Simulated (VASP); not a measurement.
The system is Al.

```
CELL_PARAMETERS angstrom
0.00000 2.02481 2.02481
2.02481 0.00000 2.02481
2.02481 2.02481 0.00000
ATOMIC_POSITIONS crystal
Al 0.00000 0.00000 0.00000
```

- Program: VASP 6.6.1
- Task: relaxation of cell and atoms
- Functional: BLYP
- Dispersion: D3(BJ)
- Potentials or basis: VASP PAW PBE potentials, release 64 (Al)
- Cutoff: 600 eV
- k mesh: 11 × 11 × 11
- Occupations: fermi-dirac, width 0.05 eV
- Spin: no spin polarisation

At the start: pressure -4.6 GPa; volume 16.60 Å³/atom.

Task: Where does the relaxation end?

Result: Over 3 steps the energy falls by 16.3 meV/atom and the volume is 15.54 Å³/atom (-6.4 %); space group Fm-3m (No. 225, to 0.05 Å).

Step by step:
```csv
step,energy change (eV),largest force (eV/Å),pressure (GPa),volume (Å³)
1,0.0000,0.0000,-4.59,16.60
2,-0.0162,0.0000,0.26,15.49
3,-0.0163,0.0000,0.00,15.54
```

Final structure:
```cif
data_structure
_symmetry_space_group_name_H-M 'P 1'
_symmetry_Int_Tables_number 1
_cell_length_a 2.8008
_cell_length_b 2.8008
_cell_length_c 2.8008
_cell_angle_alpha 60.000
_cell_angle_beta 60.000
_cell_angle_gamma 60.000
_cell_volume 15.54
loop_
_atom_site_label
_atom_site_type_symbol
_atom_site_fract_x
_atom_site_fract_y
_atom_site_fract_z
_atom_site_occupancy
Al1 Al 0.00000 0.00000 0.00000 1
```

The cell as given is a measured one (16.60 Å³/atom); BLYP+D3(BJ) puts the equilibrium volume -6.4 % from it, thermal expansion not counted.

Caveat: the PAW data sets were made with another functional, which shifts forces and pressure a little; pairwise dispersion overbinds metals, which lowers pressure and volume.
